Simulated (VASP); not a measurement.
# SnO (P4/nmm) in VASP: further runs

Runs on SnO. Level: PBEsol+D3(BJ). Tasks: single point.

Program: VASP 6.6.1. These are calculated values, not measurements. Logs are shortened: lines on timing, memory, paths and dates and some standing lists are left out, and cuts for length are marked.

## Step 1: The cell of the first run

It takes space group P4/nmm (No. 129, tetragonal). The conventional cell has a = 3.992 Å, b = 3.992 Å, c = 4.836 Å, α = 90.00°, β = 90.00°, γ = 90.00°. Within 3.0 Å of Sn (site symmetry 4mm) lie 4 O at 2.31 Å. O (site symmetry -4m2) has 4 Sn at 2.31 Å and 4 O at 2.82 Å within 3.0 Å.

## Step 2: Single point, PBEsol+D3(BJ) (strain +0.050 along x and y, +0.000 along z)

INCAR reads:

```
ALGO     = Normal         # electronic algorithm
EDIFF    = 1E-6           # SCF threshold, eV
ENCUT    = 520            # plane-wave cutoff, eV
GGA      = PS             # functional
ISIF     = 2              # what is computed and relaxed
ISMEAR   = 0              # smearing method
IVDW     = 12             # dispersion correction
LASPH    = True           # aspherical terms in the spheres
LCHARG   = True           # write CHGCAR
LELF     = True           # ELF
LREAL    = False          # projectors in reciprocal space
LVHAR    = True         
LWAVE    = False          # write WAVECAR
NBANDS   = 28             # bands
NELM     = 100            # most SCF steps
PREC     = Accurate       # precision mode
SIGMA    = 0.15           # smearing width, eV
```

KPOINTS reads:

```
k-points
0
Gamma
  12 12 10
```

POSCAR reads:

```
SnO
1.0
    3.9921000000      0.0000000000      0.0000000000
    0.0000000000      3.9921000000      0.0000000000
    0.0000000000      0.0000000000      4.8360000000
Sn O
2 2
Direct
    0.0000000000      0.5000000000      0.2385000000
    0.5000000000      0.0000000000      0.7615000000
    0.0000000000      0.0000000000      0.0000000000
    0.5000000000      0.5000000000      0.0000000000
```

Potentials or basis: VASP PAW PBE potentials, release 64 (Sn_d, O).

Run with:

```bash
cat potpaw_PBE.64/Sn_d/POTCAR potpaw_PBE.64/O/POTCAR > POTCAR
mpirun -np 1 vasp_std > vasp.out
```

OUTCAR:

```text
EDIFF = 1E-6
   ENCUT = 520
   GGA = PS
   ISIF = 2
   ISMEAR = 0
   IVDW = 12
   LASPH = True
   LREAL = False
   NELM = 100
   PREC = Accurate
 IVDW          = 12

 ion  position               nearest neighbor table
   1  0.000  0.500  0.239-   3 2.31   4 2.31   3 2.31   4 2.31   2 3.65   2 3.65   2 3.65   2 3.65

   2  0.500  0.000  0.761-   3 2.31   4 2.31   4 2.31   3 2.31   1 3.65   1 3.65   1 3.65   1 3.65

   3  0.000  0.000  0.000-   1 2.31   2 2.31   1 2.31   2 2.31
   4  0.500  0.500  0.000-   1 2.31   2 2.31   2 2.31   1 2.31

  LATTYP: Found a simple tetragonal cell.
 ALAT       =     3.9921000000
 C/A-ratio  =     1.2113925002

  Lattice vectors:

 A1 = (   3.9921000000,   0.0000000000,   0.0000000000)
 A2 = (   0.0000000000,   3.9921000000,   0.0000000000)
 A3 = (   0.0000000000,   0.0000000000,   4.8360000000)

Analysis of symmetry for initial positions (statically):
=====================================================================
 Subroutine PRICEL returns:
 Original cell was already a primitive cell.

 Routine SETGRP: Setting up the symmetry group for a
 simple tetragonal supercell.

 Subroutine GETGRP returns: Found 16 space group operations
 (whereof  8 operations were pure point group operations)
 out of a pool of 16 trial point group operations.

The static configuration has the point symmetry D_2d.
 The point group associated with its full space group is D_4h.

Analysis of symmetry for dynamics (positions and initial velocities):
=====================================================================
 Subroutine PRICEL returns:
 Original cell was already a primitive cell.

 Routine SETGRP: Setting up the symmetry group for a
 simple tetragonal supercell.

 Subroutine GETGRP returns: Found 16 space group operations
 (whereof  8 operations were pure point group operations)
 out of a pool of 16 trial point group operations.

The dynamic configuration has the point symmetry D_2d.
 The point group associated with its full space group is D_4h.

 Subroutine INISYM returns: Found 16 space group operations
 (whereof  8 operations are pure point group operations),
 and found     1 'primitive' translations

----------------------------------------------------------------------------------------

                                     Primitive cell

  volume of cell :      77.0707

  direct lattice vectors                    reciprocal lattice vectors
     3.992100000  0.000000000  0.000000000     0.250494727  0.000000000  0.000000000
     0.000000000  3.992100000  0.000000000     0.000000000  0.250494727  0.000000000
     0.000000000  0.000000000  4.836000000     0.000000000  0.000000000  0.206782465

  length of vectors
     3.992100000  3.992100000  4.836000000     0.250494727  0.250494727  0.206782465

  position of ions in fractional coordinates (direct lattice)
     0.000000000  0.500000000  0.238500000
     0.500000000  0.000000000  0.761500000
     0.000000000  0.000000000  0.000000000
     0.500000000  0.500000000  0.000000000

  ion indices of the primitive-cell ions
   primitive index   ion index
                 1           1
                 2           2
                 3           3
                 4           4

----------------------------------------------------------------------------------------

 KPOINTS: k-points

Automatic generation of k-mesh.
 Grid dimensions read from file:
 generate k-points for:   12   12   10

 Generating k-lattice:

  Cartesian coordinates                     Fractional coordinates (reciprocal lattice)
     0.020874561  0.000000000  0.000000000     0.083333333  0.000000000  0.000000000
     0.000000000  0.020874561  0.000000000     0.000000000  0.083333333  0.000000000
     0.000000000  0.000000000  0.020678246     0.000000000  0.000000000  0.100000000

  Length of vectors
     0.020874561  0.020874561  0.020678246

  Shift w.r.t. Gamma in fractional coordinates (k-lattice)
     0.000000000  0.000000000  0.000000000

 Subroutine IBZKPT returns following result:
 ===========================================

[... 54 lines left out ...]
  band No.  band energies     occupation
      1     -15.7843      2.00000
      2     -15.5262      2.00000
      3     -15.5256      2.00000
      4     -15.5165      2.00000
      5     -15.5026      2.00000
      6     -15.4928      2.00000
[... 20 lines left out ...]
     27      12.5727      0.00000
     28      14.3075      0.00000

 k-point     4 :       0.2500    0.0000    0.0000
  band No.  band energies     occupation
      1     -15.7682      2.00000
      2     -15.5523      2.00000
      3     -15.5206      2.00000
      4     -15.5190      2.00000
      5     -15.5029      2.00000
      6     -15.4891      2.00000
[... 20 lines left out ...]
     27      12.7371      0.00000
     28      15.4403      0.00000

 k-point     5 :       0.3333    0.0000    0.0000
  band No.  band energies     occupation
      1     -15.7467      2.00000
      2     -15.5990      2.00000
      3     -15.5142      2.00000
      4     -15.5110      2.00000
      5     -15.5030      2.00000
      6     -15.4880      2.00000
[... 20 lines left out ...]
     27      12.9751      0.00000
     28      15.4450      0.00000

 k-point     6 :       0.4167    0.0000    0.0000
  band No.  band energies     occupation
      1     -15.7194      2.00000
      2     -15.6449      2.00000
      3     -15.5083      2.00000
      4     -15.5032      2.00000
      5     -15.5026      2.00000
      6     -15.4900      2.00000
[... 463 lines left out ...]
      5     -15.4998      2.00000
      6     -15.4923      2.00000
[... 20 lines left out ...]
     27      13.0187      0.00000
     28      13.5079      0.00000

 k-point    22 :       0.5000    0.2500    0.0000
  band No.  band energies     occupation
      1     -15.7111      2.00000
      2     -15.7111      2.00000
      3     -15.5023      2.00000
      4     -15.5023      2.00000
      5     -15.4974      2.00000
      6     -15.4974      2.00000
[... 20 lines left out ...]
     27      13.2321      0.00000
     28      13.2321      0.00000

 k-point    23 :       0.3333    0.3333    0.0000
  band No.  band energies     occupation
      1     -15.7431      2.00000
      2     -15.6800      2.00000
      3     -15.5064      2.00000
      4     -15.5047      2.00000
      5     -15.5008      2.00000
      6     -15.4867      2.00000
[... 20 lines left out ...]
     27      12.5640      0.00000
     28      13.5478      0.00000

 k-point    24 :       0.4167    0.3333    0.0000
  band No.  band energies     occupation
      1     -15.7370      2.00000
      2     -15.7055      2.00000
      3     -15.5060      2.00000
      4     -15.5039      2.00000
      5     -15.4964      2.00000
      6     -15.4853      2.00000
[... 20 lines left out ...]
     27      12.7463      0.00000
     28      13.2393      0.00000

 [... further k-points ...]

------------------------ aborting loop because EDIFF is reached ----------------------------------------

 Edisp (eV)   -0.78037

 E8    (eV) :    -0.5158

  FORCE on cell =-STRESS in cart. coord.  units (eV):
  Direction    XX          YY          ZZ          XY          YZ          ZX
  --------------------------------------------------------------------------------------
  -------------------------------------------------------------------------------------
  Total      -5.34617    -5.34617    -3.17678     0.00000     0.00000     0.00000
  in kB    -111.13842  -111.13842   -66.04025     0.00000     0.00000     0.00000
  external pressure =      -96.11 kB  Pullay stress =        0.00 kB

 VOLUME and BASIS-vectors are now :
 -----------------------------------------------------------------------------
  energy-cutoff  :      520.00
  volume of cell :       77.07
      direct lattice vectors                 reciprocal lattice vectors
     3.992100000  0.000000000  0.000000000     0.250494727  0.000000000  0.000000000
     0.000000000  3.992100000  0.000000000     0.000000000  0.250494727  0.000000000
     0.000000000  0.000000000  4.836000000     0.000000000  0.000000000  0.206782465

 POSITION                                       TOTAL-FORCE (eV/Angst)
 -----------------------------------------------------------------------------------
      0.00000      1.99605      1.15339        -0.000000     -0.000000     -0.812242
      1.99605      0.00000      3.68261         0.000000     -0.000000      0.812242
      0.00000      0.00000      0.00000        -0.000000      0.000000      0.000000
      1.99605      1.99605      0.00000        -0.000000     -0.000000      0.000000
 -----------------------------------------------------------------------------------
    total drift:                                0.000000      0.000000     -0.000000

  FREE ENERGIE OF THE ION-ELECTRON SYSTEM (eV)
  ---------------------------------------------------
  free  energy   TOTEN  =       -24.7750279999 eV

  energy  without entropy=      -24.7749885778  energy(sigma->0) =      -24.77500829
```

Wall time 2 min (1 thread of Intel Xeon 6975P-C (Granite Rapids), shared host); peak memory 0.39 GiB.

Results:

| Item | Value |
| --- | --- |
| Free energy | -24.7750 eV |
| Pressure | -9.6 GPa |
| Largest force | 0.812 eV/Å |
| Band gap on the k mesh | 0.51 eV (least direct gap 1.89 eV) |
| Dispersion energy per atom | -0.195 eV |

Forces on the atoms (eV/Å):
```
Sn   0.000  0.000 -0.812
Sn   0.000  0.000  0.812
O    0.000  0.000  0.000
O    0.000  0.000  0.000
```

Caveat: the cell differs from its parent crystal (strain +0.050 along x and y, +0.000 along z); the cell stands under tension; semilocal functionals underestimate gaps, and a narrow one can read as zero; the PAW data sets were made with another functional, which shifts forces and pressure a little; spin-orbit coupling is left out, which moves the levels of the heavy elements. A k mesh can miss the band edges.

## Step 3: Single point, PBEsol+D3(BJ) (strain +0.025 along x and y, +0.050 along z)

INCAR reads:

```
PREC = Accurate ; ENCUT = 520
EDIFF = 1E-6 ; ISMEAR = 0
SIGMA = 0.15 ; LREAL = F
LASPH = T ; NELM = 80
ALGO = Normal ; ISIF = 2
LWAVE = F ; LCHARG = F
GGA = PS ; IVDW = 12
NBANDS = 28
```

KPOINTS reads:

```
Automatic mesh
0
Gamma
  12 12 10
```

POSCAR reads:

```
SnO
1.0
    3.8970500000      0.0000000000      0.0000000000
    0.0000000000      3.8970500000      0.0000000000
    0.0000000000      0.0000000000      5.0778000000
Sn O
2 2
Direct
    0.0000000000      0.5000000000      0.2385000000
    0.5000000000      0.0000000000      0.7615000000
    0.0000000000      0.0000000000      0.0000000000
    0.5000000000      0.5000000000      0.0000000000
```

Potentials or basis: VASP PAW PBE potentials, release 64 (Sn_d, O).

Run with:

```bash
cat potpaw_PBE.64/Sn_d/POTCAR potpaw_PBE.64/O/POTCAR > POTCAR
mpirun -np 1 vasp_std > vasp.out
```

Wall time 2.3 min (1 thread of Intel Xeon 6975P-C (Granite Rapids), shared host); peak memory 0.41 GiB.

It converged, with:

| Item | Value |
| --- | --- |
| Free energy | -24.8226 eV |
| Pressure | -8.9 GPa |
| Largest force | 1.200 eV/Å |
| Band gap on the k mesh | 0.24 eV (least direct gap 1.90 eV) |
| Dispersion energy per atom | -0.195 eV |

Forces on the atoms (eV/Å):
```
Sn   0.000  0.000 -1.200
Sn   0.000  0.000  1.200
O    0.000  0.000  0.000
O    0.000  0.000  0.000
```

Stress tensor (GPa, compression positive):
```
-8.80  0.00  0.00
 0.00 -8.80  0.00
 0.00  0.00 -9.21
```

Levels at points of the mesh, in eV from the valence-band top:
```csv
k point,band 17,band 18,band 19,band 20,band 21,band 22,band 23,band 24
"(0.00, 0.00, 0.00)",-2.90,-2.51,-2.51,0.00,1.90,4.26,4.59,4.59
"(0.50, 0.00, 0.00)",-4.08,-4.08,-2.37,-2.37,2.92,2.92,5.66,5.66
"(0.50, 0.50, 0.00)",-1.90,-1.90,-1.82,-1.82,0.24,0.24,4.32,4.32
"(0.00, 0.00, 0.50)",-2.96,-2.52,-2.52,-1.93,1.81,3.05,3.05,3.68
"(0.50, 0.00, 0.50)",-4.05,-4.05,-1.52,-1.52,2.38,2.38,5.28,5.28
"(0.50, 0.50, 0.50)",-2.47,-2.47,-1.90,-1.90,2.40,2.40,3.66,3.66
```

Caveat: the cell differs from its parent crystal (strain +0.025 along x and y, +0.050 along z); the cell stands under tension; semilocal functionals underestimate gaps, and a narrow one can read as zero; the PAW data sets were made with another functional, which shifts forces and pressure a little; spin-orbit coupling is left out, which moves the levels of the heavy elements. A k mesh can miss the band edges.

## Step 4: Single point, PBEsol+D3(BJ) (strain +0.050 along x and y, +0.025 along z)

INCAR reads:

```
PREC     = Accurate       # precision mode
ENCUT    = 520            # plane-wave cutoff, eV
EDIFF    = 1E-6           # SCF threshold, eV
ISMEAR   = 0              # smearing method
SIGMA    = 0.15           # smearing width, eV
LREAL    = False          # projectors in reciprocal space
LASPH    = True           # aspherical terms in the spheres
NELM     = 60             # most SCF steps
ALGO     = Normal         # electronic algorithm
ISIF     = 2              # what is computed and relaxed
LWAVE    = False          # write WAVECAR
LCHARG   = True           # write CHGCAR
GGA      = PS             # functional
IVDW     = 12             # dispersion correction
LELF     = True           # ELF
LVHAR    = True         
NBANDS   = 28             # bands
```

KPOINTS is that of step 3.

POSCAR reads:

```
SnO
1.0
    3.9921000000      0.0000000000      0.0000000000
    0.0000000000      3.9921000000      0.0000000000
    0.0000000000      0.0000000000      4.9569000000
Sn O
2 2
Direct
    0.0000000000      0.5000000000      0.2385000000
    0.5000000000      0.0000000000      0.7615000000
    0.0000000000      0.0000000000      0.0000000000
    0.5000000000      0.5000000000      0.0000000000
```

Run with:

```bash
cat potpaw_PBE.64/Sn_d/POTCAR potpaw_PBE.64/O/POTCAR > POTCAR
mpirun -np 1 vasp_std > vasp.out
```

Wall time 2.5 min (1 thread of Intel Xeon 6975P-C (Granite Rapids), shared host); peak memory 0.41 GiB.

It converged, with:

```yaml
Free_energy: -24.6857 eV
Pressure: -10.7 GPa
Largest_force: 1.173 eV/Å
Band_gap_on_the_k_mesh: 0.49 eV (least direct gap 1.90 eV)
Dispersion_energy_per_atom: -0.190 eV
```

Forces on the atoms (eV/Å):
```
Sn   0.000  0.000 -1.173
Sn   0.000  0.000  1.173
O    0.000  0.000  0.000
O    0.000  0.000  0.000
```

Stress tensor (GPa, compression positive):
```
-11.75   0.00   0.00
  0.00 -11.75   0.00
  0.00   0.00  -8.53
```

Levels at points of the mesh, in eV from the valence-band top:
```csv
k point,band 16,band 17,band 18,band 19,band 20,band 21,band 22,band 23,band 24,band 25
"(0.00, 0.00, 0.00)",-5.07,-2.55,-2.34,-2.34,-0.02,1.91,4.51,4.64,4.64,5.64
"(0.50, 0.00, 0.00)",-3.88,-3.81,-3.81,-2.00,-2.00,3.15,3.15,5.65,5.65,5.71
"(0.50, 0.50, 0.00)",-3.96,-1.74,-1.74,-1.53,-1.53,0.49,0.49,4.65,4.65,6.98
"(0.00, 0.00, 0.50)",-3.30,-2.62,-2.36,-2.36,-1.39,1.67,3.12,3.12,3.52,7.60
"(0.50, 0.00, 0.50)",-4.37,-3.77,-3.77,-1.19,-1.19,2.65,2.65,5.24,5.24,6.33
"(0.50, 0.50, 0.50)",-4.41,-2.26,-2.26,-1.74,-1.74,2.71,2.71,3.95,3.95,5.36
```

Caveat: the cell differs from its parent crystal (strain +0.050 along x and y, +0.025 along z); the cell stands under tension; semilocal functionals underestimate gaps, and a narrow one can read as zero; the PAW data sets were made with another functional, which shifts forces and pressure a little; spin-orbit coupling is left out, which moves the levels of the heavy elements. A k mesh can miss the band edges.

## Step 5: Single point, PBEsol+D3(BJ) (strain -0.025 along x and y, -0.025 along z)

INCAR reads:

```
PREC = Accurate
ENCUT = 520
EDIFF = 1E-6
ISMEAR = 0
SIGMA = 0.15
LREAL = False
LASPH = True
NELM = 100
ALGO = Normal
ISIF = 2
LWAVE = False
LCHARG = False
GGA = PS
IVDW = 12
NBANDS = 28
```

KPOINTS is that of step 4.

POSCAR reads:

```
SnO
1.0
    3.7069500000      0.0000000000      0.0000000000
    0.0000000000      3.7069500000      0.0000000000
    0.0000000000      0.0000000000      4.7151000000
Sn O
2 2
Direct
    0.0000000000      0.5000000000      0.2385000000
    0.5000000000      0.0000000000      0.7615000000
    0.0000000000      0.0000000000      0.0000000000
    0.5000000000      0.5000000000      0.0000000000
```

Run with:

```bash
cat potpaw_PBE.64/Sn_d/POTCAR potpaw_PBE.64/O/POTCAR > POTCAR
mpirun -np 1 vasp_std > vasp.out
```

Run time: 7.1 min. Hardware: 1 thread of Intel Xeon 8259CL, shared host; peak memory 0.37 GiB.

The run converged. Its results:

| Item | Value |
| --- | --- |
| Free energy | -25.0059 eV |
| Pressure | 6.5 GPa |
| Largest force | 1.349 eV/Å |
| Band gap on the k mesh | zero (bands 20 and 21 overlap by 0.30 eV) |
| Dispersion energy per atom | -0.234 eV |

Forces on the atoms (eV/Å):
```
Sn   0.000  0.000  1.349
Sn   0.000  0.000 -1.349
O    0.000  0.000  0.000
O    0.000  0.000  0.000
```

Stress tensor (GPa, compression positive):
```
7.31 0.00 0.00
0.00 7.31 0.00
0.00 0.00 4.76
```

Levels at points of the mesh, in eV from the Fermi level:
```tsv
k point	band 18	band 19	band 20	band 21	band 22	band 23
(0.00, 0.00, 0.00)	-3.80	-3.80	-0.03	2.15	4.15	4.63
(0.50, 0.00, 0.00)	-5.64	-3.19	-3.19	3.20	3.20	6.01
(0.50, 0.50, 0.00)	-3.09	-2.09	-2.09	-0.30	-0.30	4.18
(0.00, 0.00, 0.50)	-3.82	-2.98	-2.73	1.42	2.70	2.70
(0.50, 0.00, 0.50)	-5.60	-2.09	-2.09	2.52	2.52	5.42
(0.50, 0.50, 0.50)	-3.09	-3.00	-3.00	2.07	2.07	4.07
```

Caveat: the cell differs from its parent crystal (strain -0.025 along x and y, -0.025 along z); the cell stands under pressure; semilocal functionals underestimate gaps, and a narrow one can read as zero; the PAW data sets were made with another functional, which shifts forces and pressure a little; spin-orbit coupling is left out, which moves the levels of the heavy elements.

## Step 6: The runs side by side

| cell | gap on the mesh (eV) | pressure (GPa) | largest force (eV/Å) |
| --- | --- | --- | --- |
| a = 3.992, b = 3.992, c = 4.836 Å, 4 atoms | 0.51 | -9.6 | 0.81 |
| a = 3.897, b = 3.897, c = 5.078 Å, 4 atoms | 0.24 | -8.9 | 1.20 |
| a = 3.992, b = 3.992, c = 4.957 Å, 4 atoms | 0.49 | -10.7 | 1.17 |
| a = 3.707, b = 3.707, c = 4.715 Å, 4 atoms | none | 6.5 | 1.35 |

Alike in all rows: task single point; level PBEsol+D3(BJ); potentials or basis VASP PAW PBE potentials, release 64 (Sn_d, O); no spin polarisation; k mesh 12 × 12 × 10; cutoff (eV) 520; smearing gaussian 0.15 eV.

Caveats: semilocal functionals underestimate gaps, and a narrow one can read as zero; the PAW data sets were made with another functional, which shifts forces and pressure a little; spin-orbit coupling is left out, which moves the levels of the heavy elements; the cell stands under tension (at least some runs); the cell stands under pressure (at least some runs).

Total energies depend on the potentials used, so only differences within one code and one set of settings carry meaning.
